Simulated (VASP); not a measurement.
# BeSe2 (Ibam) in VASP: notebook, part 2 of 3

VASP 6.6.1. The steps go on from the part before.

### 3 Relaxation of cell and atoms, PBE

This run uses another cell than the first one, of 20.12 Å³/atom, 1.027 times its volume.

INCAR

```
PREC     = Accurate       # precision mode
ENCUT    = 600            # plane-wave cutoff, eV
EDIFF    = 1E-7           # SCF threshold, eV
ISMEAR   = 0              # smearing method
SIGMA    = 0.2            # smearing width, eV
LREAL    = F              # projectors in reciprocal space
LASPH    = T              # aspherical terms in the spheres
NELM     = 100            # most SCF steps
ALGO     = Normal         # electronic algorithm
ISIF     = 3              # what is computed and relaxed
LWAVE    = F              # write WAVECAR
LCHARG   = F              # write CHGCAR
GGA      = PE             # functional
IBRION   = 2              # ionic algorithm
NSW      = 36             # ionic steps
EDIFFG   = -0.08          # ionic threshold
```

KPOINTS

```
regular mesh
0
Gamma
  4 4 4
```

POSCAR

```
BeSe2
1.0
   -2.7000000000      4.3000000000      2.6000000000
    2.7000000000     -4.3000000000      2.6000000000
    2.7000000000      4.3000000000     -2.6000000000
Be Se
2 4
Direct
    0.2500000000      0.2500000000      0.0000000000
    0.7500000000      0.7500000000      0.0000000000
    0.1370000000      0.2400000000      0.3770000000
    0.6370000000      0.2600000000      0.8970000000
    0.3630000000      0.7400000000      0.1030000000
    0.8630000000      0.7600000000      0.6230000000
```

Potentials or basis: VASP PAW PBE potentials, release 64 (Be, Se).

Launch:

```sh
> cat potpaw_PBE.64/Be/POTCAR potpaw_PBE.64/Se/POTCAR > POTCAR
> mpirun -np 1 vasp_std > vasp.out
```

OUTCAR:

```text
PREC = Accurate
   ENCUT = 600
   EDIFF = 1E-7
   ISMEAR = 0
   LREAL = F
   LASPH = T
   NELM = 100
   ISIF = 3
   GGA = PE
   IBRION = 2
   NSW = 36
   EDIFFG = -0.08

 ion  position               nearest neighbor table
   1  0.250  0.250  0.000-   3 2.18   4 2.18   5 2.18   6 2.18
   2  0.750  0.750  0.000-   3 2.18   4 2.18   5 2.18   6 2.18
   3  0.137  0.240  0.377-   1 2.18   2 2.18
   4  0.637  0.260  0.897-   1 2.18   2 2.18
   5  0.363  0.740  0.103-   1 2.18   2 2.18
   6  0.863  0.760  0.623-   1 2.18   2 2.18

  LATTYP: Found a body centered orthorhombic cell.
 ALAT       =     5.2000000000
 B/A-ratio  =     1.0384615385
 C/A-ratio  =     1.6538461538

  Lattice vectors:

 A1 = (   2.7000000000,   4.3000000000,  -2.6000000000)
 A2 = (  -2.7000000000,   4.3000000000,   2.6000000000)
 A3 = (   2.7000000000,  -4.3000000000,   2.6000000000)

Analysis of symmetry for initial positions (statically):
=====================================================================
 Subroutine PRICEL returns:
 Original cell was already a primitive cell.

 Routine SETGRP: Setting up the symmetry group for a
 body centered orthorhombic supercell.

 Subroutine GETGRP returns: Found  8 space group operations
 (whereof  4 operations were pure point group operations)
 out of a pool of  8 trial point group operations.

The static configuration has the point symmetry C_2h.
 The point group associated with its full space group is D_2h.

Analysis of symmetry for dynamics (positions and initial velocities):
=====================================================================
 Subroutine PRICEL returns:
 Original cell was already a primitive cell.

 Routine SETGRP: Setting up the symmetry group for a
 body centered orthorhombic supercell.

 Subroutine GETGRP returns: Found  8 space group operations
 (whereof  4 operations were pure point group operations)
 out of a pool of  8 trial point group operations.

The dynamic configuration has the point symmetry C_2h.
 The point group associated with its full space group is D_2h.

 Subroutine INISYM returns: Found  8 space group operations
 (whereof  4 operations are pure point group operations),
 and found     1 'primitive' translations

----------------------------------------------------------------------------------------

                                     Primitive cell

  volume of cell :     120.7440

  direct lattice vectors                    reciprocal lattice vectors
    -2.700000000  4.300000000  2.600000000     0.000000000  0.116279070  0.192307692
     2.700000000 -4.300000000  2.600000000     0.185185185  0.000000000  0.192307692
     2.700000000  4.300000000 -2.600000000     0.185185185  0.116279070  0.000000000

  length of vectors
     5.704384279  5.704384279  5.704384279     0.224728882  0.266975282  0.218664983

  position of ions in fractional coordinates (direct lattice)
     0.250000000  0.250000000  0.000000000
     0.750000000  0.750000000  0.000000000
     0.137000000  0.240000000  0.377000000
     0.637000000  0.260000000  0.897000000
     0.363000000  0.740000000  0.103000000
     0.863000000  0.760000000  0.623000000

  ion indices of the primitive-cell ions
   primitive index   ion index
[... 34 lines left out ...]
            Coordinates               Weight
  0.000000  0.000000  0.000000      1.000000
  0.250000  0.000000 -0.000000      4.000000
  0.500000  0.000000 -0.000000      2.000000
  0.000000  0.250000  0.000000      4.000000
  0.250000  0.250000  0.000000      8.000000
  0.500000  0.250000  0.000000      8.000000
[... 10 lines left out ...]
 -0.250000 -0.250000  0.250000      2.000000
  0.500000  0.500000  0.500000      1.000000
   k-points           NKPTS =     18   k-points in BZ     NKDIM =     18   number of bands    NBANDS=     18
   number of dos      NEDOS =    301   number of ions     NIONS =      6
   total plane-waves  NPLWV = 110592
   dimension x,y,z NGX =    48 NGY =   48 NGZ =   48
   dimension x,y,z NGXF=    96 NGYF=   96 NGZF=   96
   ions per type =               2   4
   NGX,Y,Z   is equivalent  to a cutoff of  13.99, 13.99, 13.99 a.u.
   NGXF,Y,Z  is equivalent  to a cutoff of  27.98, 27.98, 27.98 a.u.
 SYSTEM =  unknown system
   PREC   = accura    normal or accurate (medium, high low for compatibility)
   ISTART =      0    job   : 0-new  1-cont  2-samecut
   ICHARG =      2    charge: 1-file 2-atom 10-const
   ISPIN  =      1    spin polarized calculation?
   LNONCOLLINEAR =      F non collinear calculations
   LSORBIT =      F    spin-orbit coupling
   LASPH  =      T    aspherical Exc in radial PAW
   ENCUT  =  600.0 eV  44.10 Ry    6.64 a.u.  11.39 11.39 11.39*2*pi/ulx,y,z
   NELM   =    100;   NELMIN=  2; NELMDL= -5     # of ELM steps
   EDIFF  = 0.1E-06   stopping-criterion for ELM
   LREAL  =      F    real-space projection
   EDIFFG = -.8E-01   stopping-criterion for IOM
   NSW    =     36    number of steps for IOM
   IBRION =      2    ionic relax: 0-MD 1-quasi-New 2-CG
   NFREE  =      1    steps in history (QN), initial steepest desc. (CG)
   ISIF   =      3    stress and relaxation
   ISYM   =      2    0-nonsym 1-usesym 2-fastsym
   POTIM  = 0.5000    time-step for ionic-motion
   TEBEG  =    0.0;   TEEND  =   0.0 temperature during run
   PSTRESS=    0.0 pullay stress
   NELECT =      28.0000    total number of electrons
   NUPDOWN=      -1.0000    fix difference up-down
   EMIN   =  10.00;   EMAX   =-10.00  energy-range for DOS
   EFERMI =   0.00;   METHOD = LEGACY
   ISMEAR =     0;   SIGMA  =   0.20  broadening in eV -4-tet -1-fermi 0-gaus
   EFERMI_NEDOS =   21; number of points for ismear=-14 and -15
   IALGO  =     38    algorithm
   IMIX   =      4    mixing-type and parameters
     AMIX     =   0.40;   BMIX     =  1.00
     AMIX_MAG =   1.60;   BMIX_MAG =  1.00
  volume/ion in A,a.u.               =      20.12       135.80
  Fermi-wavevector in a.u.,A,eV,Ry     =   1.005786  1.900660 13.763732  1.011606
  Thomas-Fermi vector in A             =   2.138488
   LORBIT       =      0    0 simple, 1 ext, 2 COOP (PROOUT), +10 PAW based schemes
   GGA     = PE    functional components
   LHFCALC =     F    Hartree Fock is set to
   AEXX    =    0.0000 exact exchange contribution
   IVDW    =     0    specifies the selected vdW correction
   LEPSILON=     F    determine dielectric tensor
   LRPA    =     F    only Hartree local field effects (RPA)
 conjugate gradient relaxation of ions
 non-spin polarized calculation
 Gauss-broadening in eV      SIGMA  =   0.20
  energy-cutoff  :      600.00
  volume of cell :      120.74
 maximum number of plane-waves:      4055
 NGX is ok and might be reduce to    48
   NGX = 23   NGY = 23   NGZ = 23

--------------------------------------- Ionic step        1  -------------------------------------------

 number of electron      28.0000000 magnetization

 Free energy of the ion-electron system (eV)
  ---------------------------------------------------
  ext. energy  EPLUGINS =         0.00000000
  ---------------------------------------------------
  free energy    TOTEN  =       -21.45689359 eV

  energy without entropy =      -21.35981940  energy(sigma->0) =      -21.40835650

------------------------ aborting loop because EDIFF is reached ----------------------------------------

  FORCE on cell =-STRESS in cart. coord.  units (eV):
  Direction    XX          YY          ZZ          XY          YZ          ZX
  --------------------------------------------------------------------------------------
  -------------------------------------------------------------------------------------
  Total        1.1999635      2.2992981      0.5858780     -0.0000000      0.0000000      0.0000000
  in kB       15.9225659     30.5098657      7.7741368     -0.0000000      0.0000000      0.0000000
  external PRESSURE =      18.0688561 kB  Pullay stress =       0.0000000 kB
[... 101 lines left out ...]
  FREE ENERGIE OF THE ION-ELECTRON SYSTEM (eV)
  ---------------------------------------------------
  free  energy   TOTEN  =       -21.5164641519 eV

  energy  without entropy=      -21.4195624451  energy(sigma->0) =      -21.46801330

[... ionic steps 4 to 16 ...]

--------------------------------------- Ionic step       17  -------------------------------------------

 number of electron      28.0000000 magnetization

------------------------ aborting loop because EDIFF is reached ----------------------------------------
[... 75 lines left out ...]
--------------------------------------- Ionic step       19  -------------------------------------------

 number of electron      28.0000000 magnetization

 Free energy of the ion-electron system (eV)
  ---------------------------------------------------
  ext. energy  EPLUGINS =         0.00000000
  ---------------------------------------------------
  free energy    TOTEN  =       -22.39886896 eV

  energy without entropy =      -22.35897948  energy(sigma->0) =      -22.37892422

 E-fermi :   3.3524     XC(G=0):  -9.2928

 val. band max:        3.1771096723   @ k =   0.5000   0.5000   0.0000
 cond. band min:       3.3834118694   @ k =   0.0000   0.2500   0.0000
 fundamental gap:      0.2063021971
 Fermi energy:         3.3523914586

 k-point     1 :       0.0000    0.0000    0.0000
  band No.  band energies     occupation
      1     -11.3229      2.00000
      2      -9.6366      2.00000
      3      -9.1625      2.00000
      4      -8.0211      2.00000
      5      -1.9840      2.00000
      6      -1.1158      2.00000
[... 400 lines left out ...]
  FREE ENERGIE OF THE ION-ELECTRON SYSTEM (eV)
  ---------------------------------------------------
  free  energy   TOTEN  =       -22.3988689610 eV

  energy  without entropy=      -22.3589794803  energy(sigma->0) =      -22.37892422

 reached required accuracy - stopping structural energy minimisation
```

It took 9.8 min on 1 thread of AMD EPYC 7R13 (Zen 3), shared host; peak memory 0.33 GiB.

Results:

```yaml
Free_energy: -22.3989 eV
Relaxed_volume: 20.39 Å³/atom
Relaxed_cell: a = 5.717 Å, b = 5.717 Å, c = 5.717 Å, α = 109.61°, β = 88.90°, γ = 133.13°
Space_group_after_relaxing_to_0.05_Å: Ibam (No. 72)
Energy_gained_by_relaxing: 157.0 meV/atom
Ionic_steps: 19
Pressure_after_relaxing: -0.1 GPa
Largest_force_after_relaxing: 0.054 eV/Å
Band_gap_on_the_k_mesh: zero (band 14 reaches 3.72 eV, above the bottom of band 15 at 2.96 eV)
```

Forces on the atoms (eV/Å):
```
Be   0.000  0.000  0.000
Be   0.000  0.000  0.000
Se  -0.050  0.019  0.000
Se   0.050  0.019  0.000
Se  -0.050 -0.019  0.000
Se   0.050 -0.019  0.000
```

The path:
```tsv
step	energy change (eV)	largest force (eV/Å)	pressure (GPa)	volume (Å³)
1	0.0000	0.5233	1.81	120.74
2	-0.0591	0.3027	-0.85	124.75
3	-0.0596	0.3033	-1.10	125.17
4	-0.1141	0.3402	-1.21	124.47
5	-0.2731	0.3558	-1.47	122.20
6	-0.2085	0.6569	-0.94	116.85
7	-0.3373	0.3228	-1.48	120.63
8	-0.4023	0.1041	0.26	116.91
9	-0.4123	0.0239	1.30	114.98
10	-0.4829	0.1973	1.14	114.70
11	-0.4986	0.9314	1.17	113.15
12	-0.5408	0.5382	0.97	114.08
13	-0.6577	0.6265	0.13	115.83
14	-0.7432	0.8406	-1.11	120.18
15	-0.7732	0.7203	-0.78	118.47
16	-0.8901	0.3074	1.01	117.82
17	-0.9030	0.2534	1.91	117.51
18	-0.9419	0.0525	-0.19	122.59
19	-0.9420	0.0536	-0.09	122.31
```

Final structure:
```
Be Se
1.0
    -3.29513    4.08115    2.27386
     3.29513   -4.08115    2.27386
     3.29513    4.08115   -2.27386
Be Se
2 4
Direct
  0.25000 0.25000 0.00000
  0.75000 0.75000 0.00000
  0.12263 0.25098 0.37361
  0.62263 0.24902 0.87166
  0.37737 0.75098 0.12834
  0.87737 0.74902 0.62639
```

Levels at points of the mesh, in eV from the Fermi level:
```tsv
k point	band 10	band 11	band 12	band 13	band 14	band 15	band 16	band 17	band 18
(0.00, 0.00, 0.00)	-3.16	-3.08	-2.63	-1.48	-1.33	1.09	1.48	2.94	4.15
(0.50, 0.00, 0.00)	-3.44	-2.13	-2.13	0.24	0.24	0.73	0.73	4.21	4.21
(0.00, 0.50, 0.00)	-2.95	-2.00	-2.00	-1.26	-1.26	1.55	1.55	3.15	3.15
(0.50, 0.50, 0.00)	-2.86	-2.23	-1.72	-0.85	-0.63	-0.21	-0.18	3.34	4.55
(0.50, 0.50, 0.50)	-2.49	-2.21	-1.60	-1.49	-1.29	0.29	0.50	2.84	4.76
```

Caveat: the k points lie up to 0.42 Å⁻¹ apart in the final cell; the relaxation stopped at a loose force limit of 0.08 eV/Å, so its end isn't a converged minimum.

(Part 2 of 3 ends here.)
